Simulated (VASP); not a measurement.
Ca: single point with PBE

Crystal: Ca.

```
Ca
1.0
     0.00000    2.76271    2.76271
     2.76271    0.00000    2.76271
     2.76271    2.76271    0.00000
Ca
1
Direct
  0.00000 0.00000 0.00000
```

| Quantity | Value |
| --- | --- |
| Program | VASP 6.6.1 |
| Task | single point |
| Functional | PBE |
| Potentials or basis | VASP PAW PBE potentials, release 64 (Ca_sv) |
| Cutoff | 520 eV |
| k mesh | 4 × 4 × 4 |
| Occupations | fermi-dirac, width 0.1 eV |
| Spin | no spin polarisation |
| Dipole correction | no |
| Further INCAR settings | ALGO = Normal; EDIFF = 1e-06; NBANDS = 11 |

```yaml
Pressure: 0.2 GPa
Band_gap_on_the_k_mesh: zero (band 5 reaches 2.15 eV, above the bottom of band 6 at 1.80 eV)
```

Levels at points of the mesh, in eV from the Fermi level:
```tsv
k point	band 3	band 4	band 5	band 6	band 7	band 8
(0.00, 0.00, 0.00)	-23.05	-23.05	-4.11	2.24	2.24	2.24
(0.50, 0.00, 0.00)	-23.07	-23.07	-1.07	-0.24	2.12	2.12
(0.50, 0.50, 0.00)	-23.10	-23.10	-0.54	0.48	0.89	3.98
```

Wall time 6.3 s on 1 thread of Intel Xeon 6975P-C, on a shared host, peak memory 0.16 GiB.

Caveat: the k points lie up to 0.49 Å⁻¹ apart.
